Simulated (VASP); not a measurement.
Wanted: the native input for a VASP 6.6.1 run.

```
Task                   : single point
Functional             : PBE
Potentials or basis    : VASP PAW PBE potentials, release 64 (Si)
Cutoff                 : 520 eV
k mesh                 : 6 × 4 × 4
Occupations            : gaussian, width 0.1 eV
Spin                   : no spin polarisation
Dipole correction      : no
Further INCAR settings : ALGO = Normal; EDIFF = 1e-06; NBANDS = 26
```

The structure of Si lies in POSCAR:

```
Si
1.0
    3.2214295852      0.0000000000      0.0000000000
    0.0000000000      7.1544971057      0.0000000000
    0.0000000000      0.0000000000      7.2866339954
Si
8
Direct
    0.2499853397      0.1342249079      0.1319201759
    0.7499853397      0.3657750921      0.6319201759
    0.2499853397      0.8657750921      0.8680798241
    0.2500146603      0.6342249079      0.6319201759
    0.2500146603      0.3657750921      0.3680798241
    0.7500146603      0.1342249079      0.8680798241
    0.7500146603      0.8657750921      0.1319201759
    0.7499853397      0.6342249079      0.3680798241
```

The cell was generated, and may not be a known phase.

These files were run (other wordings do the same):

INCAR

```
SYSTEM = Si
PREC = Accurate ; ENCUT = 520
EDIFF = 1E-6 ; ISMEAR = 0
SIGMA = 0.1 ; LREAL = .FALSE.
LASPH = .TRUE. ; NELM = 80
ALGO = Normal ; ISIF = 2
LWAVE = .FALSE. ; LCHARG = .FALSE.
GGA = PE ; NBANDS = 26
```

KPOINTS

```
Automatic mesh
0
G
  6 4 4
  0 0 0
```

Potentials or basis: VASP PAW PBE potentials, release 64 (Si).

The run is started by

```console
$ cat potpaw_PBE.64/Si/POTCAR > POTCAR
$ mpirun -np 1 vasp_std > vasp.out
```

Results of the run:

```json
{
 "Pressure": "0.1 GPa",
 "Largest force": "0.019 eV/Å",
 "Band gap on the k mesh": "zero (bands 16 and 17 overlap by 3.59 eV)"
}
```

Run time: 3.6 min on 1 thread of Intel Xeon 8259CL (shared host), peak memory 0.3 GiB.
